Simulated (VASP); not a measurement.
# Ta2BiPb (P-6m2) in VASP: single point with PBEsol

Aim: the single point of Ta2BiPb with PBEsol.

Program: VASP 6.6.1. These are calculated values, not measurements. Logs are shortened: lines on timing, memory, paths and dates and some standing lists are left out, and cuts for length are marked.

### 1 The cell of the first run

The structure is hexagonal, space group P-6m2 (No. 187). Conventional cell: a = 4.773 Å, b = 4.773 Å, c = 6.044 Å, α = 90.00°, β = 90.00°, γ = 120.00°. Within 4.1 Å of Bi (site symmetry -6m2) lie 6 Ta at 3.14 Å and 6 Pb at 4.09 Å. Within 4.0 Å of Ta (site symmetry 3m) lie 2 Ta at 3.02 Å and 3 Pb at 3.14 Å and 3 Bi at 3.14 Å. Pb (site symmetry -6m2) has 6 Ta at 3.14 Å and 6 Bi at 4.09 Å within 4.1 Å.

### 2 Single point, PBEsol (Pt replaced by Ta, lengths x 1.072, strained)

The input, INCAR:

```
SYSTEM = Ta2BiPb
PREC = Accurate
ENCUT = 520
EDIFF = 1E-7
ISMEAR = 0
SIGMA = 0.1
LREAL = .False.
LASPH = .True.
NELM = 100
ALGO = Normal
ISIF = 2
LWAVE = .False.
LCHARG = .False.
GGA = PS
NBANDS = 34
```

The input, KPOINTS:

```
Automatic mesh
0
Gamma
  6 6 4
  0 0 0
```

The input, POSCAR:

```
Ta2BiPb
1.0
    4.7729237490      0.0000000000      0.0000000000
   -2.3864618745      4.1334732170      0.0000000000
    0.0000000000      0.0000000000      6.0437874381
Bi Ta Pb
1 2 1
Direct
    0.3333333300      0.6666666700      0.0000000000
    0.0000000000      0.0000000000      0.2501881200
    0.0000000000      0.0000000000      0.7498118800
    0.6666666700      0.3333333300      0.5000000000
```

Potentials or basis: VASP PAW PBE potentials, release 64 (Bi_d, Ta_pv, Pb_d).

Launch:

```console
> cat potpaw_PBE.64/Bi_d/POTCAR potpaw_PBE.64/Ta_pv/POTCAR potpaw_PBE.64/Pb_d/POTCAR > POTCAR
> mpirun -np 1 vasp_std > vasp.out
```

OUTCAR:

```text
SYSTEM = Ta2BiPb
   PREC = Accurate
   ENCUT = 520
   EDIFF = 1E-7
   ISMEAR = 0
   LREAL = .False.
   LASPH = .True.
   NELM = 100
   ISIF = 2
   GGA = PS

 ion  position               nearest neighbor table
   1  0.333  0.667  0.000-   2 3.14   3 3.14   2 3.14   3 3.14   2 3.14   3 3.14
   2  0.000  0.000  0.250-   3 3.02   3 3.02   4 3.14   4 3.14   4 3.14   1 3.14   1 3.14   1 3.14

   3  0.000  0.000  0.750-   2 3.02   2 3.02   4 3.14   4 3.14   4 3.14   1 3.14   1 3.14   1 3.14

   4  0.667  0.333  0.500-   2 3.14   3 3.14   2 3.14   3 3.14   2 3.14   3 3.14

  LATTYP: Found a hexagonal cell.
 ALAT       =     4.7729237490
 C/A-ratio  =     1.2662652403

  Lattice vectors:

 A1 = (   4.7729237490,   0.0000000000,   0.0000000000)
 A2 = (  -2.3864618745,   4.1334732170,   0.0000000000)
 A3 = (   0.0000000000,   0.0000000000,   6.0437874381)

Analysis of symmetry for initial positions (statically):
=====================================================================
 Subroutine PRICEL returns:
 Original cell was already a primitive cell.

 Routine SETGRP: Setting up the symmetry group for a
 hexagonal supercell.

 Subroutine GETGRP returns: Found 12 space group operations
 (whereof 12 operations were pure point group operations)
 out of a pool of 24 trial point group operations.

The static configuration has the point symmetry D_3h.

Analysis of symmetry for dynamics (positions and initial velocities):
=====================================================================
 Subroutine PRICEL returns:
 Original cell was already a primitive cell.

 Routine SETGRP: Setting up the symmetry group for a
 hexagonal supercell.

 Subroutine GETGRP returns: Found 12 space group operations
 (whereof 12 operations were pure point group operations)
 out of a pool of 24 trial point group operations.

The dynamic configuration has the point symmetry D_3h.

 Subroutine INISYM returns: Found 12 space group operations
 (whereof 12 operations are pure point group operations),
 and found     1 'primitive' translations

----------------------------------------------------------------------------------------

                                     Primitive cell

  volume of cell :     119.2364

  direct lattice vectors                    reciprocal lattice vectors
     4.772923749  0.000000000  0.000000000     0.209515185  0.120963648  0.000000000
    -2.386461875  4.133473217  0.000000000     0.000000000  0.241927296  0.000000000
     0.000000000  0.000000000  6.043787438     0.000000000  0.000000000  0.165459161

  length of vectors
     4.772923749  4.772923749  6.043787438     0.241927296  0.241927296  0.165459161

  position of ions in fractional coordinates (direct lattice)
     0.333333330  0.666666670  0.000000000
     0.000000000  0.000000000  0.250188120
     0.000000000  0.000000000  0.749811880
     0.666666670  0.333333330  0.500000000

  ion indices of the primitive-cell ions
   primitive index   ion index
                 1           1
                 2           2
                 3           3
                 4           4

----------------------------------------------------------------------------------------

 KPOINTS: Automatic mesh

Automatic generation of k-mesh.
 Grid dimensions read from file:
 generate k-points for:    6    6    4

 Generating k-lattice:

  Cartesian coordinates                     Fractional coordinates (reciprocal lattice)
     0.034919197  0.020160608  0.000000000     0.166666667  0.000000000  0.000000000
     0.000000000  0.040321216  0.000000000     0.000000000  0.166666667  0.000000000
     0.000000000  0.000000000  0.041364790     0.000000000  0.000000000  0.250000000

  Length of vectors
     0.040321216  0.040321216  0.041364790

  Shift w.r.t. Gamma in fractional coordinates (k-lattice)
     0.000000000  0.000000000  0.000000000

 Subroutine IBZKPT returns following result:
 ===========================================

 Found     21 irreducible k-points:

 Following reciprocal coordinates:
            Coordinates               Weight
  0.000000  0.000000  0.000000      1.000000
  0.166667  0.000000  0.000000      6.000000
  0.333333 -0.000000  0.000000      6.000000
  0.500000  0.000000  0.000000      3.000000
  0.166667  0.166667  0.000000      6.000000
  0.333333  0.166667  0.000000     12.000000
[... 13 lines left out ...]
  0.333333  0.166667  0.500000     12.000000
  0.333333  0.333333  0.500000      2.000000
   k-points           NKPTS =     21   k-points in BZ     NKDIM =     21   number of bands    NBANDS=     34
   number of dos      NEDOS =    301   number of ions     NIONS =      4
   total plane-waves  NPLWV =  62208
   dimension x,y,z NGX =    36 NGY =   36 NGZ =   48
   dimension x,y,z NGXF=    72 NGYF=   72 NGZF=   96
   ions per type =               1   2   1
   NGX,Y,Z   is equivalent  to a cutoff of  12.54, 12.54, 13.20 a.u.
   NGXF,Y,Z  is equivalent  to a cutoff of  25.08, 25.08, 26.41 a.u.
 SYSTEM =  Ta2BiPb
   PREC   = accura    normal or accurate (medium, high low for compatibility)
   ISTART =      0    job   : 0-new  1-cont  2-samecut
   ICHARG =      2    charge: 1-file 2-atom 10-const
   ISPIN  =      1    spin polarized calculation?
   LNONCOLLINEAR =      F non collinear calculations
   LSORBIT =      F    spin-orbit coupling
   LASPH  =      T    aspherical Exc in radial PAW
   ENCUT  =  520.0 eV  38.22 Ry    6.18 a.u.   8.87  8.87 11.24*2*pi/ulx,y,z
   NELM   =    100;   NELMIN=  2; NELMDL= -5     # of ELM steps
   EDIFF  = 0.1E-06   stopping-criterion for ELM
   LREAL  =      F    real-space projection
   EDIFFG = 0.1E-05   stopping-criterion for IOM
   NSW    =      0    number of steps for IOM
   IBRION =     -1    ionic relax: 0-MD 1-quasi-New 2-CG
   NFREE  =      0    steps in history (QN), initial steepest desc. (CG)
   ISIF   =      2    stress and relaxation
   ISYM   =      2    0-nonsym 1-usesym 2-fastsym
   POTIM  = 0.5000    time-step for ionic-motion
   TEBEG  =    0.0;   TEEND  =   0.0 temperature during run
   PSTRESS=    0.0 pullay stress
   NELECT =      51.0000    total number of electrons
   NUPDOWN=      -1.0000    fix difference up-down
   EMIN   =  10.00;   EMAX   =-10.00  energy-range for DOS
   EFERMI =   0.00;   METHOD = LEGACY
   ISMEAR =     0;   SIGMA  =   0.10  broadening in eV -4-tet -1-fermi 0-gaus
   EFERMI_NEDOS =   21; number of points for ismear=-14 and -15
   IALGO  =     38    algorithm
   IMIX   =      4    mixing-type and parameters
     AMIX     =   0.40;   BMIX     =  1.00
     AMIX_MAG =   1.60;   BMIX_MAG =  1.00
  volume/ion in A,a.u.               =      29.81       201.16
  Fermi-wavevector in a.u.,A,eV,Ry     =   1.233470  2.330920 20.700563  1.521448
  Thomas-Fermi vector in A             =   2.368199
   LORBIT       =      0    0 simple, 1 ext, 2 COOP (PROOUT), +10 PAW based schemes
   GGA     = PS    functional components
   LHFCALC =     F    Hartree Fock is set to
   AEXX    =    0.0000 exact exchange contribution
   IVDW    =     0    specifies the selected vdW correction
   LEPSILON=     F    determine dielectric tensor
   LRPA    =     F    only Hartree local field effects (RPA)
 non-spin polarized calculation
 Gauss-broadening in eV      SIGMA  =   0.10
  energy-cutoff  :      520.00
  volume of cell :      119.24
 maximum number of plane-waves:      3250
 NGX is ok and might be reduce to    36
   NGX = 17   NGY = 17   NGZ = 23

 number of electron      51.0000002 magnetization

 Free energy of the ion-electron system (eV)
  ---------------------------------------------------
  ext. energy  EPLUGINS =         0.00000000
  ---------------------------------------------------
  free energy    TOTEN  =       -29.23880917 eV

  energy without entropy =      -29.19620550  energy(sigma->0) =      -29.21750734

 E-fermi :   4.8797     XC(G=0): -10.2588

 val. band max:        4.8479503872   @ k =   0.0000   0.0000   0.5000
 cond. band min:       4.8944195288   @ k =   0.0000   0.0000   0.5000
 fundamental gap:      0.0464691416
 Fermi energy:         4.8797102184

 k-point     1 :       0.0000    0.0000    0.0000
  band No.  band energies     occupation
      1     -30.4386      2.00000
      2     -30.4386      2.00000
      3     -30.3914      2.00000
      4     -30.3914      2.00000
      5     -30.3189      2.00000
      6     -29.8678      2.00000
[... 26 lines left out ...]
     33       7.5579      0.00000
     34       9.9056      0.00000

 k-point     2 :       0.1667    0.0000    0.0000
  band No.  band energies     occupation
      1     -30.4396      2.00000
      2     -30.4388      2.00000
      3     -30.3920      2.00000
      4     -30.3916      2.00000
      5     -30.3187      2.00000
      6     -29.8678      2.00000
[... 26 lines left out ...]
     33       8.3730      0.00000
     34       9.1993      0.00000

 k-point     3 :       0.3333   -0.0000    0.0000
  band No.  band energies     occupation
      1     -30.4413      2.00000
      2     -30.4390      2.00000
      3     -30.3931      2.00000
      4     -30.3921      2.00000
      5     -30.3183      2.00000
      6     -29.8678      2.00000
[... 26 lines left out ...]
     33       8.8272      0.00000
     34       9.7325      0.00000
[... 593 lines left out ...]
 k-point    20 :       0.3333    0.1667    0.5000
  band No.  band energies     occupation
      1     -30.4178      2.00000
      2     -30.4177      2.00000
      3     -30.4162      2.00000
      4     -30.4161      2.00000
      5     -30.0976      2.00000
      6     -30.0963      2.00000
[... 26 lines left out ...]
     33       8.4769      0.00000
     34       8.9240      0.00000

 k-point    21 :       0.3333    0.3333    0.5000
  band No.  band energies     occupation
      1     -30.4177      2.00000
      2     -30.4176      2.00000
      3     -30.4168      2.00000
      4     -30.4167      2.00000
      5     -30.0975      2.00000
      6     -30.0962      2.00000
[... 26 lines left out ...]
     33       9.7975      0.00000
     34      10.1273      0.00000

------------------------ aborting loop because EDIFF is reached ----------------------------------------

  FORCE on cell =-STRESS in cart. coord.  units (eV):
  Direction    XX          YY          ZZ          XY          YZ          ZX
  --------------------------------------------------------------------------------------
  -------------------------------------------------------------------------------------
  Total       -9.9318248     -9.9318248    -11.5696990     -0.0000000     -0.0000000      0.0000000
  in kB     -133.4537633   -133.4537633   -155.4618525     -0.0000000     -0.0000000      0.0000000
  external PRESSURE =    -140.7897931 kB  Pullay stress =       0.0000000 kB

 VOLUME and BASIS-vectors are now :
 -----------------------------------------------------------------------------
  energy-cutoff  :      520.00
  volume of cell :      119.24
      direct lattice vectors                 reciprocal lattice vectors
     4.772923749  0.000000000  0.000000000     0.209515185  0.120963648  0.000000000
    -2.386461875  4.133473217  0.000000000     0.000000000  0.241927296  0.000000000
     0.000000000  0.000000000  6.043787438     0.000000000  0.000000000  0.165459161

 POSITION                                       TOTAL-FORCE (eV/Angst)
 -----------------------------------------------------------------------------------
     -0.00000      2.75565      0.00000        -0.000000      0.000000      0.000000
      0.00000      0.00000      1.51208         0.000000      0.000000     -0.033814
      0.00000      0.00000      4.53170         0.000000      0.000000      0.033814
      2.38646      1.37782      3.02189         0.000000     -0.000000      0.000000
 -----------------------------------------------------------------------------------
    total drift:                                0.000005     -0.000003      0.000000

  FREE ENERGIE OF THE ION-ELECTRON SYSTEM (eV)
  ---------------------------------------------------
  free  energy   TOTEN  =       -29.2388091741 eV

  energy  without entropy=      -29.1962055021  energy(sigma->0) =      -29.21750734
```

Run time: 41 s. Hardware: 1 thread of Intel Xeon 6975P-C (Granite Rapids), shared host; peak memory 0.28 GiB.

Results:

```
Free energy   : -29.2388 eV
Pressure      : -14.1 GPa
Largest force : 0.034 eV/Å
```

Forces in eV/Å, atoms in the order of the input:
```
Bi   0.000  0.000  0.000
Ta   0.000  0.000 -0.034
Ta   0.000  0.000  0.034
Pb   0.000  0.000  0.000
```

Caveat: the cell differs from its parent crystal (Pt replaced by Ta, lengths x 1.072, strained); the PAW data sets were made with another functional, which shifts forces and pressure a little; spin-orbit coupling is left out, which moves the levels of the heavy elements.
